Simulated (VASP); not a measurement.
# Na2S (Fm-3m) in VASP: further runs

Na2S is run at these levels: PBE, LDA, PBEsol; tasks: single point.

All numbers are computed with VASP 6.6.1; they aren't measurements. Logs are shortened: lines on timing, memory, paths and dates and some standing lists are left out, and cuts for length are marked.

## (1) The cell of the first run

It takes space group Fm-3m (No. 225, cubic). Conventional cell: a = 6.511 Å, b = 6.511 Å, c = 6.511 Å, α = 90.00°, β = 90.00°, γ = 90.00°. Within 3.7 Å of Na (site symmetry -43m) lie 4 S at 2.82 Å and 6 Na at 3.26 Å. Within 3.7 Å of S (site symmetry m-3m) lie 8 Na at 2.82 Å.

## (2) Single point, PBE

Input file INCAR:

```
PREC = Accurate
ENCUT = 500
EDIFF = 1E-6
ISMEAR = 0
SIGMA = 0.01
LREAL = False
LASPH = True
NELM = 120
ALGO = Normal
ISIF = 2
LWAVE = False
LCHARG = False
GGA = PE
NBANDS = 17
GGA_COMPAT = False
```

Input file KPOINTS:

```
Automatic mesh
0
Gamma
  2 2 2
```

Input file POSCAR:

```
Na2S
1.0
    0.0000000000      3.2554286299      3.2554286299
    3.2554286299      0.0000000000      3.2554286299
    3.2554286299      3.2554286299      0.0000000000
Na S
2 1
Direct
    0.2500000000      0.2500000000      0.2500000000
    0.7500000000      0.7500000000      0.7500000000
    0.0000000000      0.0000000000      0.0000000000
```

Potentials or basis: VASP PAW PBE potentials, release 64 (Na_pv, S).

Run with:

```sh
$ cat potpaw_PBE.64/Na_pv/POTCAR potpaw_PBE.64/S/POTCAR > POTCAR
$ mpirun -np 1 vasp_std > vasp.out
```

OUTCAR:

```text
PREC = Accurate
   ENCUT = 500
   EDIFF = 1E-6
   ISMEAR = 0
   LREAL = False
   LASPH = True
   NELM = 120
   ISIF = 2
   GGA = PE

 ion  position               nearest neighbor table
   1  0.250  0.250  0.250-
   2  0.750  0.750  0.750-
   3  0.000  0.000  0.000-

  LATTYP: Found a face centered cubic cell.
 ALAT       =     6.5108572598

  Lattice vectors:

 A1 = (   0.0000000000,   3.2554286299,   3.2554286299)
 A2 = (   3.2554286299,   0.0000000000,   3.2554286299)
 A3 = (   3.2554286299,   3.2554286299,   0.0000000000)

Analysis of symmetry for initial positions (statically):
=====================================================================
 Subroutine PRICEL returns:
 Original cell was already a primitive cell.

 Routine SETGRP: Setting up the symmetry group for a
 face centered cubic supercell.

 Subroutine GETGRP returns: Found 48 space group operations
 (whereof 48 operations were pure point group operations)
 out of a pool of 48 trial point group operations.

The static configuration has the point symmetry O_h .

Analysis of symmetry for dynamics (positions and initial velocities):
=====================================================================
 Subroutine PRICEL returns:
 Original cell was already a primitive cell.

 Routine SETGRP: Setting up the symmetry group for a
 face centered cubic supercell.

 Subroutine GETGRP returns: Found 48 space group operations
 (whereof 48 operations were pure point group operations)
 out of a pool of 48 trial point group operations.

The dynamic configuration has the point symmetry O_h .

 Subroutine INISYM returns: Found 48 space group operations
 (whereof 48 operations are pure point group operations),
 and found     1 'primitive' translations

----------------------------------------------------------------------------------------

                                     Primitive cell

  volume of cell :      69.0009

  direct lattice vectors                    reciprocal lattice vectors
     0.000000000  3.255428630  3.255428630    -0.153589606  0.153589606  0.153589606
     3.255428630  0.000000000  3.255428630     0.153589606 -0.153589606  0.153589606
     3.255428630  3.255428630  0.000000000     0.153589606  0.153589606 -0.153589606

  length of vectors
     4.603871320  4.603871320  4.603871320     0.266025001  0.266025001  0.266025001

  position of ions in fractional coordinates (direct lattice)
     0.250000000  0.250000000  0.250000000
     0.750000000  0.750000000  0.750000000
     0.000000000  0.000000000  0.000000000

  ion indices of the primitive-cell ions
   primitive index   ion index
                 1           1
                 2           2
                 3           3

----------------------------------------------------------------------------------------

 KPOINTS: Automatic mesh

Automatic generation of k-mesh.
 Grid dimensions read from file:
 generate k-points for:    2    2    2

 Generating k-lattice:

  Cartesian coordinates                     Fractional coordinates (reciprocal lattice)
    -0.076794803  0.076794803  0.076794803     0.500000000  0.000000000  0.000000000
     0.076794803 -0.076794803  0.076794803     0.000000000  0.500000000  0.000000000
     0.076794803  0.076794803 -0.076794803     0.000000000  0.000000000  0.500000000

  Length of vectors
     0.133012500  0.133012500  0.133012500

  Shift w.r.t. Gamma in fractional coordinates (k-lattice)
     0.000000000  0.000000000  0.000000000

 Subroutine IBZKPT returns following result:
 ===========================================

 Found      3 irreducible k-points:

 Following reciprocal coordinates:
            Coordinates               Weight
  0.000000  0.000000  0.000000      1.000000
  0.500000  0.000000  0.000000      4.000000
  0.500000  0.500000  0.000000      3.000000
   k-points           NKPTS =      3   k-points in BZ     NKDIM =      3   number of bands    NBANDS=     17
   number of dos      NEDOS =    301   number of ions     NIONS =      3
   total plane-waves  NPLWV =  46656
   dimension x,y,z NGX =    36 NGY =   36 NGZ =   36
   dimension x,y,z NGXF=    72 NGYF=   72 NGZF=   72
   ions per type =               2   1
   NGX,Y,Z   is equivalent  to a cutoff of  13.00, 13.00, 13.00 a.u.
   NGXF,Y,Z  is equivalent  to a cutoff of  26.00, 26.00, 26.00 a.u.
 SYSTEM =  unknown system
   PREC   = accura    normal or accurate (medium, high low for compatibility)
   ISTART =      0    job   : 0-new  1-cont  2-samecut
   ICHARG =      2    charge: 1-file 2-atom 10-const
   ISPIN  =      1    spin polarized calculation?
   LNONCOLLINEAR =      F non collinear calculations
   LSORBIT =      F    spin-orbit coupling
   LASPH  =      T    aspherical Exc in radial PAW
   ENCUT  =  500.0 eV  36.75 Ry    6.06 a.u.   8.39  8.39  8.39*2*pi/ulx,y,z
   NELM   =    120;   NELMIN=  2; NELMDL= -5     # of ELM steps
   EDIFF  = 0.1E-05   stopping-criterion for ELM
   LREAL  =      F    real-space projection
   EDIFFG = 0.1E-04   stopping-criterion for IOM
   NSW    =      0    number of steps for IOM
   IBRION =     -1    ionic relax: 0-MD 1-quasi-New 2-CG
   NFREE  =      0    steps in history (QN), initial steepest desc. (CG)
   ISIF   =      2    stress and relaxation
   ISYM   =      2    0-nonsym 1-usesym 2-fastsym
   POTIM  = 0.5000    time-step for ionic-motion
   TEBEG  =    0.0;   TEEND  =   0.0 temperature during run
   PSTRESS=    0.0 pullay stress
   NELECT =      20.0000    total number of electrons
   NUPDOWN=      -1.0000    fix difference up-down
   EMIN   =  10.00;   EMAX   =-10.00  energy-range for DOS
   EFERMI =   0.00;   METHOD = LEGACY
   ISMEAR =     0;   SIGMA  =   0.01  broadening in eV -4-tet -1-fermi 0-gaus
   EFERMI_NEDOS =   21; number of points for ismear=-14 and -15
   IALGO  =     38    algorithm
   IMIX   =      4    mixing-type and parameters
     AMIX     =   0.40;   BMIX     =  1.00
     AMIX_MAG =   1.60;   BMIX_MAG =  1.00
  volume/ion in A,a.u.               =      23.00       155.21
  Fermi-wavevector in a.u.,A,eV,Ry     =   1.083428  2.047382 15.970734  1.173816
  Thomas-Fermi vector in A             =   2.219494
   LORBIT       =      0    0 simple, 1 ext, 2 COOP (PROOUT), +10 PAW based schemes
   GGA     = PE    functional components
   LHFCALC =     F    Hartree Fock is set to
   AEXX    =    0.0000 exact exchange contribution
   IVDW    =     0    specifies the selected vdW correction
   LEPSILON=     F    determine dielectric tensor
   LRPA    =     F    only Hartree local field effects (RPA)
 non-spin polarized calculation
 Gauss-broadening in eV      SIGMA  =   0.01
  energy-cutoff  :      500.00
  volume of cell :       69.00
 maximum number of plane-waves:      1807
 NGX is ok and might be reduce to    36
   NGX = 17   NGY = 17   NGZ = 17

 number of electron      19.9999984 magnetization

 Free energy of the ion-electron system (eV)
  ---------------------------------------------------
  ext. energy  EPLUGINS =         0.00000000
  ---------------------------------------------------
  free energy    TOTEN  =        -9.65266576 eV

  energy without entropy =       -9.65266576  energy(sigma->0) =       -9.65266576

 E-fermi :   0.5217     XC(G=0):  -7.8005

 val. band max:        0.4428336631   @ k =   0.0000   0.0000   0.0000
 cond. band min:       2.8883733099   @ k =   0.0000   0.0000   0.0000
 fundamental gap:      2.4455396467
 Fermi energy:         0.5216908958

 k-point     1 :       0.0000    0.0000    0.0000
  band No.  band energies     occupation
      1     -22.0227      2.00000
      2     -22.0227      2.00000
      3     -22.0227      2.00000
      4     -21.9671      2.00000
      5     -21.9671      2.00000
      6     -21.9671      2.00000
[... 9 lines left out ...]
     16       9.7139      0.00000
     17      11.6256      0.00000

 k-point     2 :       0.5000    0.0000    0.0000
  band No.  band energies     occupation
      1     -22.0039      2.00000
      2     -21.9986      2.00000
      3     -21.9966      2.00000
      4     -21.9966      2.00000
      5     -21.9950      2.00000
      6     -21.9950      2.00000
[... 9 lines left out ...]
     16      11.8112      0.00000
     17      11.8112      0.00000

 k-point     3 :       0.5000    0.5000    0.0000
  band No.  band energies     occupation
      1     -22.0495      2.00000
      2     -22.0341      2.00000
      3     -22.0341      2.00000
      4     -21.9596      2.00000
      5     -21.9596      2.00000
      6     -21.9529      2.00000
[... 9 lines left out ...]
     16      12.1486      0.00000
     17      12.4147      0.00000

------------------------ aborting loop because EDIFF is reached ----------------------------------------

  FORCE on cell =-STRESS in cart. coord.  units (eV):
  Direction    XX          YY          ZZ          XY          YZ          ZX
  --------------------------------------------------------------------------------------
  -------------------------------------------------------------------------------------
  Total        0.6665670      0.6665670      0.6665670     -0.0000000     -0.0000000      0.0000000
  in kB       15.4774665     15.4774665     15.4774665     -0.0000000     -0.0000000      0.0000000
  external PRESSURE =      15.4774665 kB  Pullay stress =       0.0000000 kB

 VOLUME and BASIS-vectors are now :
 -----------------------------------------------------------------------------
  energy-cutoff  :      500.00
  volume of cell :       69.00
      direct lattice vectors                 reciprocal lattice vectors
     0.000000000  3.255428630  3.255428630    -0.153589606  0.153589606  0.153589606
     3.255428630  0.000000000  3.255428630     0.153589606 -0.153589606  0.153589606
     3.255428630  3.255428630  0.000000000     0.153589606  0.153589606 -0.153589606

 POSITION                                       TOTAL-FORCE (eV/Angst)
 -----------------------------------------------------------------------------------
      1.62771      1.62771      1.62771         0.000000      0.000000      0.000000
      4.88314      4.88314      4.88314        -0.000000     -0.000000     -0.000000
      0.00000      0.00000      0.00000         0.000000      0.000000      0.000000
 -----------------------------------------------------------------------------------
    total drift:                                0.000000      0.000000      0.000000

  FREE ENERGIE OF THE ION-ELECTRON SYSTEM (eV)
  ---------------------------------------------------
  free  energy   TOTEN  =        -9.6526657641 eV

  energy  without entropy=       -9.6526657641  energy(sigma->0) =       -9.65266576
```

Wall time 4.1 s (1 thread of Intel Xeon 6975P-C (Granite Rapids), shared host); peak memory 0.19 GiB.

Results:

| Item | Value |
| --- | --- |
| Free energy | -9.6527 eV |
| Pressure | 1.5 GPa |
| Band gap on the k mesh | 2.45 eV, direct |

Caveat: the k points lie up to 0.84 Å⁻¹ apart. A hybrid or GW would open this gap; PBE tends to underestimate it.

## (3) Single point, LDA

Edit INCAR of step 2 so:

```diff
@@ -12,3 +12,2 @@
 LCHARG = False
-GGA = PE
 NBANDS = 17
```

Input file KPOINTS:

```
regular mesh
0
Gamma
  2 2 2
```

POSCAR is that of step 2.

Potentials or basis: VASP PAW LDA potentials, release 64 (Na_pv, S).

Run with:

```sh
$ cat potpaw_LDA.64/Na_pv/POTCAR potpaw_LDA.64/S/POTCAR > POTCAR
$ mpirun -np 1 vasp_std > vasp.out
```

It took 2.5 s on 1 thread of Intel Xeon 6975P-C (Granite Rapids), shared host; peak memory 0.15 GiB.

The run converged. Its results:

```
Free energy            : -10.5361 eV
Pressure               : -0.9 GPa
Band gap on the k mesh : 2.15 eV, direct
```

Levels at points of the mesh, in eV from the valence-band top:
```tsv
k point	band 7	band 8	band 9	band 10	band 11	band 12	band 13	band 14
(0.00, 0.00, 0.00)	-10.08	0.00	0.00	0.00	2.15	7.42	7.42	7.42
(0.50, 0.00, 0.00)	-9.80	-1.80	-0.14	-0.14	4.44	6.23	6.82	6.82
(0.50, 0.50, 0.00)	-9.72	-1.61	-0.50	-0.50	3.48	5.65	8.26	9.46
```

Caveat: the k points lie up to 0.84 Å⁻¹ apart. A hybrid or GW would open this gap; LDA tends to underestimate it.

## (4) Single point, PBE

Input file INCAR:

```
SYSTEM = Na2S
PREC = Accurate
ENCUT = 500
EDIFF = 1E-6
ISMEAR = 0
SIGMA = 0.01
LREAL = .False.
LASPH = .True.
NELM = 120
ALGO = Normal
ISIF = 2
LWAVE = .False.
LCHARG = .False.
GGA = PE
NBANDS = 17
GGA_COMPAT = .False.
```

Input file KPOINTS:

```
Automatic mesh
0
Gamma
  2 2 2
  0 0 0
```

POSCAR is that of step 3.

Potentials or basis: VASP PAW PBE potentials, release 64 (Na_pv, S).

Run with:

```sh
$ cat potpaw_PBE.64/Na_pv/POTCAR potpaw_PBE.64/S/POTCAR > POTCAR
$ mpirun -np 1 vasp_std > vasp.out
```

Wall time 3.8 s (1 thread of Intel Xeon 6975P-C (Granite Rapids), shared host); peak memory 0.19 GiB.

Results (log left out):

```
Free energy            : -9.6527 eV
Pressure               : 1.5 GPa
Band gap on the k mesh : 2.45 eV, direct
```

Levels at points of the mesh, in eV from the valence-band top:
```tsv
k point	band 6	band 7	band 8	band 9	band 10	band 11	band 12	band 13	band 14	band 15
(0.00, 0.00, 0.00)	-22.41	-10.12	0.00	0.00	0.00	2.45	7.66	7.66	7.66	9.27
(0.50, 0.00, 0.00)	-22.44	-9.86	-1.71	-0.14	-0.14	4.72	6.49	7.06	7.06	11.17
(0.50, 0.50, 0.00)	-22.40	-9.78	-1.54	-0.48	-0.48	3.76	5.91	8.52	9.78	9.78
```

Caveat: the k points lie up to 0.84 Å⁻¹ apart.

## (5) Single point, PBEsol

Input file INCAR:

```
PREC     = Accurate       # precision mode
ENCUT    = 500            # plane-wave cutoff, eV
EDIFF    = 1E-6           # SCF threshold, eV
ISMEAR   = 0              # smearing method
SIGMA    = 0.01           # smearing width, eV
LREAL    = False          # projectors in reciprocal space
LASPH    = True           # aspherical terms in the spheres
NELM     = 120            # most SCF steps
ALGO     = Normal         # electronic algorithm
ISIF     = 2              # what is computed and relaxed
LWAVE    = False          # write WAVECAR
LCHARG   = False          # write CHGCAR
GGA      = PS             # functional
NBANDS   = 17             # bands
GGA_COMPAT= False
```

Input file KPOINTS:

```
regular mesh
0
Gamma
  6 6 6
```

POSCAR is that of step 4.

Run with:

```sh
$ cat potpaw_PBE.64/Na_pv/POTCAR potpaw_PBE.64/S/POTCAR > POTCAR
$ mpirun -np 1 vasp_std > vasp.out
```

Run time: 13 s. Hardware: 1 thread of Intel Xeon 6975P-C (Granite Rapids), shared host; peak memory 0.19 GiB.

Results (log left out):

```yaml
Free_energy: -10.3749 eV
Pressure: -0.1 GPa
Band_gap_on_the_k_mesh: 2.41 eV, direct
```

Levels at points of the mesh, in eV from the valence-band top:
```tsv
k point	band 7	band 8	band 9	band 10	band 11	band 12	band 13	band 14
(0.00, 0.00, 0.00)	-10.15	0.00	0.00	0.00	2.41	7.71	7.71	7.71
(0.50, 0.00, 0.00)	-9.89	-1.70	-0.14	-0.14	4.76	6.37	7.09	7.09
(0.50, 0.50, 0.00)	-9.81	-1.52	-0.47	-0.47	3.70	5.99	8.51	9.75
```

Caveat: the PAW data sets were made with another functional, which shifts forces and pressure a little. Expect the measured gap to be larger: semilocal functionals such as PBEsol lack the derivative discontinuity.

## (6) Single point, PBEsol

Input file INCAR:

```
SYSTEM = Na2S
  PREC = Accurate
  ENCUT = 500
  EDIFF = 1E-6
  ISMEAR = 0
  SIGMA = 0.01
  LREAL = .FALSE.
  LASPH = .TRUE.
  NELM = 120
  ALGO = Normal
  ISIF = 2
  LWAVE = .FALSE.
  LCHARG = .TRUE.
  GGA = PS
  LELF = .TRUE.
  LVHAR = .TRUE.
  NBANDS = 17
  GGA_COMPAT = .FALSE.
```

Input file KPOINTS:

```
regular mesh
0
G
  6 6 6
  0 0 0
```

POSCAR is that of step 5.

Potentials or basis: VASP PAW PBE potentials, release 64 (Na_pv, S).

Run with:

```sh
$ cat potpaw_PBE.64/Na_pv/POTCAR potpaw_PBE.64/S/POTCAR > POTCAR
$ mpirun -np 1 vasp_std > vasp.out
```

Run time: 13 s. Hardware: 1 thread of Intel Xeon 6975P-C (Granite Rapids), shared host; peak memory 0.19 GiB.

The run converged. Its results:

```
Free energy            : -10.3749 eV
Pressure               : -0.1 GPa
Band gap on the k mesh : 2.41 eV, direct
```

Levels at points of the mesh, in eV from the valence-band top:
| k point | band 6 | band 7 | band 8 | band 9 | band 10 | band 11 | band 12 | band 13 | band 14 | band 15 |
| --- | --- | --- | --- | --- | --- | --- | --- | --- | --- | --- |
| (0.00, 0.00, 0.00) | -21.98 | -10.15 | 0.00 | 0.00 | 0.00 | 2.41 | 7.71 | 7.71 | 7.71 | 9.33 |
| (0.50, 0.00, 0.00) | -22.01 | -9.89 | -1.70 | -0.14 | -0.14 | 4.76 | 6.37 | 7.09 | 7.09 | 11.23 |
| (0.50, 0.50, 0.00) | -21.97 | -9.81 | -1.52 | -0.47 | -0.47 | 3.70 | 5.99 | 8.51 | 9.75 | 9.75 |

Caveat: the PAW data sets were made with another functional, which shifts forces and pressure a little. PBEsol gaps usually lie below the measured ones, often by a third to a half.

## (7) The runs side by side

| level | potentials or basis | k mesh | gap on the mesh (eV) | pressure (GPa) |
| --- | --- | --- | --- | --- |
| PBE | VASP PAW PBE potentials, release 64 (Na_pv, S) | 2 × 2 × 2 | 2.45 | 1.5 |
| LDA | VASP PAW LDA potentials, release 64 (Na_pv, S) | 2 × 2 × 2 | 2.15 | -0.9 |
| PBEsol | VASP PAW PBE potentials, release 64 (Na_pv, S) | 6 × 6 × 6 | 2.41 | -0.1 |

Alike in all rows: task single point; no spin polarisation; cell as given; cutoff (eV) 500; smearing gaussian 0.01 eV.

Caveats: some runs use coarse meshes; the PAW data sets were made with another functional, which shifts forces and pressure a little (some runs).

Absolute energies hang on the potentials; compare differences alone.
